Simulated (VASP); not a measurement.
# TlSnCl3 (P4/mmm) in VASP: settings compared

Aim: see how the results for TlSnCl3 move with the level of theory and the settings. Levels: PBE, r2SCAN. Tasks: single point.

Program: VASP 6.6.1. These are calculated values, not measurements. Logs are shortened: lines on timing, memory, paths and dates and some standing lists are left out, and cuts for length are marked.

**1. The cell of the first run**

Symmetry: P4/mmm, No. 123, tetragonal system. Conventional cell: a = 5.517 Å, b = 5.517 Å, c = 5.628 Å, α = 90.00°, β = 90.00°, γ = 90.00°. Within 5.1 Å of Tl (site symmetry 4/mmm) lie 12 Cl at 3.90 to 3.94 Å and 8 Sn at 4.81 Å. Within 3.6 Å of Sn (site symmetry 4/mmm) lie 6 Cl at 2.76 to 2.81 Å. Within 3.6 Å of Cl (site symmetry mmm) lie 2 Sn at 2.76 Å. Cl (site symmetry 4/mmm) has 2 Sn at 2.81 Å within 3.7 Å.

**2. Single point, PBE (uniaxial x strain +2.0%)**

INCAR reads:

```
SYSTEM = TlSnCl3
PREC = Accurate
ENCUT = 520
EDIFF = 1E-7
ISMEAR = -1
SIGMA = 0.02
LREAL = .FALSE.
LASPH = .TRUE.
NELM = 60
ALGO = Normal
ISIF = 2
LWAVE = .FALSE.
LCHARG = .FALSE.
GGA = PE
NBANDS = 32
```

KPOINTS reads:

```
Automatic mesh
0
G
  6 6 6
  0 0 0
```

POSCAR reads:

```
TlSnCl3
1.0
    5.6277073542      0.0000000000      0.0000000000
    0.0000000000      5.5173601512      0.0000000000
    0.0000000000      0.0000000000      5.5173601512
Tl Sn Cl
1 1 3
Direct
    0.0000000000      0.0000000000      0.0000000000
    0.5000000000      0.5000000000      0.5000000000
    0.5000000000      0.5000000000      0.0000000000
    0.5000000000      0.0000000000      0.5000000000
    0.0000000000      0.5000000000      0.5000000000
```

Potentials or basis: VASP PAW PBE potentials, release 64 (Tl_d, Sn_d, Cl).

On the command line:

```
$ cat potpaw_PBE.64/Tl_d/POTCAR potpaw_PBE.64/Sn_d/POTCAR potpaw_PBE.64/Cl/POTCAR > POTCAR
$ mpirun -np 1 vasp_std > vasp.out
```

OUTCAR:

```text
SYSTEM = TlSnCl3
   PREC = Accurate
   ENCUT = 520
   EDIFF = 1E-7
   ISMEAR = -1
   LREAL = .FALSE.
   LASPH = .TRUE.
   NELM = 60
   ISIF = 2
   GGA = PE

 ion  position               nearest neighbor table
   1  0.000  0.000  0.000-
   2  0.500  0.500  0.500-   3 2.76   4 2.76   3 2.76   4 2.76   5 2.81   5 2.81
   3  0.500  0.500  0.000-   2 2.76   2 2.76
   4  0.500  0.000  0.500-   2 2.76   2 2.76
   5  0.000  0.500  0.500-   2 2.81   2 2.81

  LATTYP: Found a simple tetragonal cell.
 ALAT       =     5.5173601512
 C/A-ratio  =     1.0200000000

  Lattice vectors:

 A1 = (   0.0000000000,   5.5173601512,   0.0000000000)
 A2 = (   0.0000000000,   0.0000000000,   5.5173601512)
 A3 = (   5.6277073542,   0.0000000000,   0.0000000000)

Analysis of symmetry for initial positions (statically):
=====================================================================
 Subroutine PRICEL returns:
 Original cell was already a primitive cell.

 Routine SETGRP: Setting up the symmetry group for a
 simple tetragonal supercell.

 Subroutine GETGRP returns: Found 16 space group operations
 (whereof 16 operations were pure point group operations)
 out of a pool of 16 trial point group operations.

The static configuration has the point symmetry D_4h.

Analysis of symmetry for dynamics (positions and initial velocities):
=====================================================================
 Subroutine PRICEL returns:
 Original cell was already a primitive cell.

 Routine SETGRP: Setting up the symmetry group for a
 simple tetragonal supercell.

 Subroutine GETGRP returns: Found 16 space group operations
 (whereof 16 operations were pure point group operations)
 out of a pool of 16 trial point group operations.

The dynamic configuration has the point symmetry D_4h.

 Subroutine INISYM returns: Found 16 space group operations
 (whereof 16 operations are pure point group operations),
 and found     1 'primitive' translations

----------------------------------------------------------------------------------------

                                     Primitive cell

  volume of cell :     171.3145

  direct lattice vectors                    reciprocal lattice vectors
     5.627707354  0.000000000  0.000000000     0.177692253  0.000000000  0.000000000
     0.000000000  5.517360151  0.000000000     0.000000000  0.181246098  0.000000000
     0.000000000  0.000000000  5.517360151     0.000000000  0.000000000  0.181246098

  length of vectors
     5.627707354  5.517360151  5.517360151     0.177692253  0.181246098  0.181246098

  position of ions in fractional coordinates (direct lattice)
     0.000000000  0.000000000  0.000000000
     0.500000000  0.500000000  0.500000000
     0.500000000  0.500000000  0.000000000
     0.500000000  0.000000000  0.500000000
     0.000000000  0.500000000  0.500000000

  ion indices of the primitive-cell ions
   primitive index   ion index
                 1           1
                 2           2
                 3           3
                 4           4
                 5           5

----------------------------------------------------------------------------------------

 KPOINTS: Automatic mesh

Automatic generation of k-mesh.
 Grid dimensions read from file:
 generate k-points for:    6    6    6

 Generating k-lattice:

  Cartesian coordinates                     Fractional coordinates (reciprocal lattice)
     0.029615376  0.000000000  0.000000000     0.166666667  0.000000000  0.000000000
     0.000000000  0.030207683  0.000000000     0.000000000  0.166666667  0.000000000
     0.000000000  0.000000000  0.030207683     0.000000000  0.000000000  0.166666667

  Length of vectors
     0.029615376  0.030207683  0.030207683

  Shift w.r.t. Gamma in fractional coordinates (k-lattice)
     0.000000000  0.000000000  0.000000000

 Subroutine IBZKPT returns following result:
 ===========================================

 Found     40 irreducible k-points:

 Following reciprocal coordinates:
            Coordinates               Weight
  0.000000  0.000000  0.000000      1.000000
  0.166667  0.000000  0.000000      2.000000
  0.333333  0.000000  0.000000      2.000000
  0.500000  0.000000  0.000000      1.000000
  0.000000  0.166667  0.000000      4.000000
  0.166667  0.166667  0.000000      8.000000
[... 16 lines left out ...]
  0.333333  0.333333  0.166667     16.000000
  0.500000  0.333333  0.166667      8.000000
 [... further k-points ...]
   k-points           NKPTS =     40   k-points in BZ     NKDIM =     40   number of bands    NBANDS=     32
   number of dos      NEDOS =    301   number of ions     NIONS =      5
   total plane-waves  NPLWV =  74088
   dimension x,y,z NGX =    42 NGY =   42 NGZ =   42
   dimension x,y,z NGXF=    84 NGYF=   84 NGZF=   84
   ions per type =               1   1   3
   NGX,Y,Z   is equivalent  to a cutoff of  12.41, 12.66, 12.66 a.u.
   NGXF,Y,Z  is equivalent  to a cutoff of  24.81, 25.31, 25.31 a.u.
 SYSTEM =  TlSnCl3
   PREC   = accura    normal or accurate (medium, high low for compatibility)
   ISTART =      0    job   : 0-new  1-cont  2-samecut
   ICHARG =      2    charge: 1-file 2-atom 10-const
   ISPIN  =      1    spin polarized calculation?
   LNONCOLLINEAR =      F non collinear calculations
   LSORBIT =      F    spin-orbit coupling
   LASPH  =      T    aspherical Exc in radial PAW
   ENCUT  =  520.0 eV  38.22 Ry    6.18 a.u.  10.46 10.26 10.26*2*pi/ulx,y,z
   NELM   =     60;   NELMIN=  2; NELMDL= -5     # of ELM steps
   EDIFF  = 0.1E-06   stopping-criterion for ELM
   LREAL  =      F    real-space projection
   EDIFFG = 0.1E-05   stopping-criterion for IOM
   NSW    =      0    number of steps for IOM
   IBRION =     -1    ionic relax: 0-MD 1-quasi-New 2-CG
   NFREE  =      0    steps in history (QN), initial steepest desc. (CG)
   ISIF   =      2    stress and relaxation
   ISYM   =      2    0-nonsym 1-usesym 2-fastsym
   POTIM  = 0.5000    time-step for ionic-motion
   TEBEG  =    0.0;   TEEND  =   0.0 temperature during run
   PSTRESS=    0.0 pullay stress
   NELECT =      48.0000    total number of electrons
   NUPDOWN=      -1.0000    fix difference up-down
   EMIN   =  10.00;   EMAX   =-10.00  energy-range for DOS
   EFERMI =   0.00;   METHOD = LEGACY
   ISMEAR =    -1;   SIGMA  =   0.02  broadening in eV -4-tet -1-fermi 0-gaus
   EFERMI_NEDOS =   21; number of points for ismear=-14 and -15
   IALGO  =     38    algorithm
   IMIX   =      4    mixing-type and parameters
     AMIX     =   0.40;   BMIX     =  1.00
     AMIX_MAG =   1.60;   BMIX_MAG =  1.00
  volume/ion in A,a.u.               =      34.26       231.22
  Fermi-wavevector in a.u.,A,eV,Ry     =   1.071249  2.024367 15.613704  1.147575
  Thomas-Fermi vector in A             =   2.206984
   LORBIT       =      0    0 simple, 1 ext, 2 COOP (PROOUT), +10 PAW based schemes
   GGA     = PE    functional components
   LHFCALC =     F    Hartree Fock is set to
   AEXX    =    0.0000 exact exchange contribution
   IVDW    =     0    specifies the selected vdW correction
   LEPSILON=     F    determine dielectric tensor
   LRPA    =     F    only Hartree local field effects (RPA)
 non-spin polarized calculation
  energy-cutoff  :      520.00
  volume of cell :      171.31
 maximum number of plane-waves:      4648
 NGX is ok and might be reduce to    42
   NGX = 21   NGY = 21   NGZ = 21

 number of electron      47.9999998 magnetization

 Free energy of the ion-electron system (eV)
  ---------------------------------------------------
  ext. energy  EPLUGINS =         0.00000000
  ---------------------------------------------------
  free energy    TOTEN  =       -16.43891395 eV

  energy without entropy =      -16.43891395  energy(sigma->0) =      -16.43891395

 E-fermi :   3.5559     XC(G=0):  -7.8154

 val. band max:        3.1910378907   @ k =   0.5000   0.5000   0.5000
 cond. band min:       3.9561020832   @ k =   0.5000   0.5000   0.5000
 fundamental gap:      0.7650641926
 Fermi energy:         3.5559466589

 k-point     1 :       0.0000    0.0000    0.0000
  band No.  band energies     occupation
      1     -18.9875      2.00000
      2     -18.9850      2.00000
      3     -18.9506      2.00000
      4     -18.9506      2.00000
      5     -18.9456      2.00000
      6     -12.9682      2.00000
[... 24 lines left out ...]
     31       8.4164      0.00000
     32       8.4229      0.00000

 k-point     2 :       0.1667    0.0000    0.0000
  band No.  band energies     occupation
      1     -18.9875      2.00000
      2     -18.9828      2.00000
      3     -18.9507      2.00000
      4     -18.9507      2.00000
      5     -18.9456      2.00000
      6     -12.9397      2.00000
[... 24 lines left out ...]
     31       8.3199      0.00000
     32       8.4720      0.00000

 k-point     3 :       0.3333    0.0000    0.0000
  band No.  band energies     occupation
      1     -18.9875      2.00000
      2     -18.9783      2.00000
      3     -18.9508      2.00000
      4     -18.9508      2.00000
      5     -18.9456      2.00000
      6     -12.8674      2.00000
[... 24 lines left out ...]
     31       8.7947      0.00000
     32       8.8874      0.00000

 k-point     4 :       0.5000    0.0000    0.0000
  band No.  band energies     occupation
      1     -18.9875      2.00000
      2     -18.9761      2.00000
      3     -18.9509      2.00000
      4     -18.9509      2.00000
      5     -18.9456      2.00000
      6     -12.8158      2.00000
[... 24 lines left out ...]
     31       8.9191      0.00000
     32       9.2950      0.00000

 k-point     5 :       0.0000    0.1667    0.0000
  band No.  band energies     occupation
      1     -18.9861      2.00000
      2     -18.9833      2.00000
      3     -18.9507      2.00000
      4     -18.9506      2.00000
      5     -18.9457      2.00000
      6     -12.9350      2.00000
[... 584 lines left out ...]
     31       9.0843      0.00000
     32       9.1334      0.00000

 k-point    22 :       0.1667    0.3333    0.1667
  band No.  band energies     occupation
      1     -18.9817      2.00000
      2     -18.9762      2.00000
      3     -18.9510      2.00000
      4     -18.9508      2.00000
      5     -18.9460      2.00000
      6     -12.7956      2.00000
[... 24 lines left out ...]
     31       9.2465      0.00000
     32       9.2937      0.00000

 k-point    23 :       0.3333    0.3333    0.1667
  band No.  band energies     occupation
      1     -18.9798      2.00000
      2     -18.9736      2.00000
      3     -18.9511      2.00000
      4     -18.9509      2.00000
      5     -18.9460      2.00000
      6     -12.7400      2.00000
[... 24 lines left out ...]
     31       9.6682      0.00000
     32       9.7191      0.00000

 k-point    24 :       0.5000    0.3333    0.1667
  band No.  band energies     occupation
      1     -18.9794      2.00000
      2     -18.9718      2.00000
      3     -18.9512      2.00000
      4     -18.9510      2.00000
      5     -18.9460      2.00000
      6     -12.6995      2.00000
[... 24 lines left out ...]
     31      10.0000      0.00000
     32      10.2016      0.00000

 [... further k-points ...]
[... 5 lines left out ...]
  --------------------------------------------------------------------------------------
  -------------------------------------------------------------------------------------
  Total       -0.3136847      0.6064477      0.6064477      0.0000000      0.0000000      0.0000000
  in kB       -2.9336596      5.6716541      5.6716541      0.0000000      0.0000000      0.0000000
  external PRESSURE =       2.8032162 kB  Pullay stress =       0.0000000 kB

 VOLUME and BASIS-vectors are now :
 -----------------------------------------------------------------------------
  energy-cutoff  :      520.00
  volume of cell :      171.31
      direct lattice vectors                 reciprocal lattice vectors
     5.627707354  0.000000000  0.000000000     0.177692253  0.000000000  0.000000000
     0.000000000  5.517360151  0.000000000     0.000000000  0.181246098  0.000000000
     0.000000000  0.000000000  5.517360151     0.000000000  0.000000000  0.181246098

 POSITION                                       TOTAL-FORCE (eV/Angst)
 -----------------------------------------------------------------------------------
      0.00000      0.00000      0.00000         0.000000      0.000000      0.000000
      2.81385      2.75868      2.75868         0.000000      0.000000      0.000000
      2.81385      2.75868      0.00000         0.000000      0.000000      0.000000
      2.81385      0.00000      2.75868         0.000000      0.000000      0.000000
      0.00000      2.75868      2.75868         0.000000      0.000000      0.000000
 -----------------------------------------------------------------------------------
    total drift:                                0.000000     -0.000000     -0.000000

  FREE ENERGIE OF THE ION-ELECTRON SYSTEM (eV)
  ---------------------------------------------------
  free  energy   TOTEN  =       -16.4389139526 eV

  energy  without entropy=      -16.4389139525  energy(sigma->0) =      -16.43891395
```

It took 1.7 min on 1 thread of Intel Xeon 6975P-C (Granite Rapids), shared host; peak memory 0.37 GiB.

Results:

* Free energy: -16.4389 eV
* Pressure: 0.3 GPa
* Band gap on the k mesh: 0.77 eV

Levels at points of the mesh, in eV from the valence-band top:
| k point | band 21 | band 22 | band 23 | band 24 | band 25 | band 26 | band 27 | band 28 |
| --- | --- | --- | --- | --- | --- | --- | --- | --- |
| (0.00, 0.00, 0.00) | -3.64 | -3.63 | -3.60 | -3.60 | 2.31 | 2.37 | 2.37 | 4.88 |
| (0.50, 0.00, 0.00) | -3.70 | -3.59 | -3.59 | -2.36 | 0.81 | 1.82 | 1.97 | 1.97 |
| (0.00, 0.50, 0.00) | -3.65 | -3.59 | -3.56 | -2.22 | 0.77 | 1.89 | 1.90 | 1.93 |
| (0.50, 0.50, 0.00) | -3.81 | -3.75 | -3.18 | -1.13 | 1.14 | 1.25 | 1.57 | 1.67 |
| (0.00, 0.50, 0.50) | -3.82 | -3.82 | -3.17 | -1.00 | 1.22 | 1.22 | 1.51 | 1.74 |
| (0.50, 0.50, 0.50) | -3.18 | -3.18 | -3.17 | 0.00 | 0.77 | 0.92 | 0.92 | 2.10 |

Caveat: the cell differs from its parent crystal (uniaxial x strain +2.0%); spin-orbit coupling is left out, which moves the levels of the heavy elements.

**3. Single point, r2SCAN (uniaxial z strain -2.0%)**

Changes to POSCAR since step 2:

```diff
@@ -2,5 +2,5 @@
 1.0
-    5.6277073542      0.0000000000      0.0000000000
+    5.5173601512      0.0000000000      0.0000000000
     0.0000000000      5.5173601512      0.0000000000
-    0.0000000000      0.0000000000      5.5173601512
+    0.0000000000      0.0000000000      5.4070129482
 Tl Sn Cl
```

INCAR.step1 reads:

```
PREC = Accurate
ENCUT = 520
ISMEAR = 0
SIGMA = 0.01
LREAL = False
LASPH = True
NELM = 100
NBANDS = 32
GGA = PE
ALGO = Normal
EDIFF = 1E-4
LWAVE = True
LCHARG = False
```

INCAR.step2 reads:

```
PREC = Accurate
ENCUT = 520
EDIFF = 1E-6
ISMEAR = 0
SIGMA = 0.01
LREAL = False
LASPH = True
NELM = 100
ALGO = Normal
ISIF = 2
LWAVE = False
LCHARG = False
METAGGA = R2SCAN
LMIXTAU = True
NBANDS = 32
ISTART = 1
```

KPOINTS reads:

```
Automatic mesh
0
Gamma
  6 6 6
```

Potentials or basis: VASP PAW PBE potentials, release 64 (Tl_d, Sn_d, Cl).

On the command line:

```
$ cat potpaw_PBE.64/Tl_d/POTCAR potpaw_PBE.64/Sn_d/POTCAR potpaw_PBE.64/Cl/POTCAR > POTCAR
$ cp INCAR.step1 INCAR
$ mpirun -np 1 vasp_std > vasp.out
$ cp INCAR.step2 INCAR
$ mpirun -np 1 vasp_std > vasp.out
```

Wall time 4.4 min (1 thread of Intel Xeon 6975P-C (Granite Rapids), shared host); peak memory 0.41 GiB.

Results (log left out):

```yaml
Free_energy: -101.4135 eV
Pressure: 0.4 GPa
Band_gap_on_the_k_mesh: 0.52 eV (least direct gap 0.73 eV)
```

Stress tensor (GPa, compression positive):
```
0.01 0.00 0.00
0.00 0.01 0.00
0.00 0.00 1.15
```

Levels at points of the mesh, in eV from the valence-band top:
| k point | band 22 | band 23 | band 24 | band 25 | band 26 | band 27 |
| --- | --- | --- | --- | --- | --- | --- |
| (0.00, 0.00, 0.00) | -4.40 | -4.40 | -4.36 | 2.27 | 2.27 | 2.33 |
| (0.50, 0.00, 0.00) | -4.37 | -4.34 | -2.67 | 0.57 | 1.80 | 1.85 |
| (0.50, 0.50, 0.00) | -4.55 | -3.91 | -1.36 | 1.11 | 1.11 | 1.43 |
| (0.00, 0.00, 0.50) | -4.34 | -4.34 | -2.49 | 0.52 | 1.76 | 1.76 |
| (0.50, 0.00, 0.50) | -4.57 | -3.90 | -1.20 | 1.09 | 1.20 | 1.35 |
| (0.50, 0.50, 0.50) | -3.90 | -3.90 | 0.00 | 0.73 | 0.73 | 0.92 |

Caveat: the cell differs from its parent crystal (uniaxial z strain -2.0%); the PAW data sets were made with another functional, which shifts forces and pressure a little; spin-orbit coupling is left out, which moves the levels of the heavy elements.
